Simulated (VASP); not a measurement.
Input of a VASP 6.6.1 run:

File INCAR:

```
PREC = Accurate
ENCUT = 520
EDIFF = 1E-6
ISMEAR = 0
SIGMA = 0.05
LREAL = False
LASPH = True
NELM = 80
ALGO = Normal
ISIF = 2
LWAVE = False
LCHARG = False
GGA = PS
NBANDS = 36
```

KPOINTS

```
regular mesh
0
Gamma
  10 10 2
```

Contents of POSCAR:

```
BN
1.0
   -2.5410113127      0.0000000000      0.0000000000
    1.2705056564     -2.2005803481      0.0000000000
    0.0000000000      0.0000000000     14.6098865130
B N
6 6
Direct
    0.3333333333      0.6666666667      0.0538961025
    0.3333333333      0.6666666667      0.3415982349
    0.3333333333      0.6666666667      0.6293003673
    0.6666666667      0.3333333333      0.7731514335
    0.6666666667      0.3333333333      0.1977471687
    0.6666666667      0.3333333333      0.4854493011
    0.3333333333      0.6666666667      0.8092678353
    0.3333333333      0.6666666667      0.2338635704
    0.3333333333      0.6666666667      0.5215657028
    0.6666666667      0.3333333333      0.6654167690
    0.6666666667      0.3333333333      0.0900125042
    0.6666666667      0.3333333333      0.3777146366
```

Potentials or basis: VASP PAW PBE potentials, release 64 (B, N).

Command:

```console
$ cat potpaw_PBE.64/B/POTCAR potpaw_PBE.64/N/POTCAR > POTCAR
$ mpirun -np 1 vasp_std > vasp.out
```

What does it give for the band gap on the k mesh?

Zero (band 24 reaches 7.48 eV, above the bottom of band 25 at 7.18 eV).

What does it give for the largest force?

3.591 eV/Å.

Predict the pressure.

-3.4 GPa.

Stress tensor (GPa, compression positive):
```
-2.01  0.00  0.00
 0.00 -2.01  0.00
 0.00  0.00 -6.26
```

Caveat: the PAW data sets were made with another functional, which shifts forces and pressure a little.
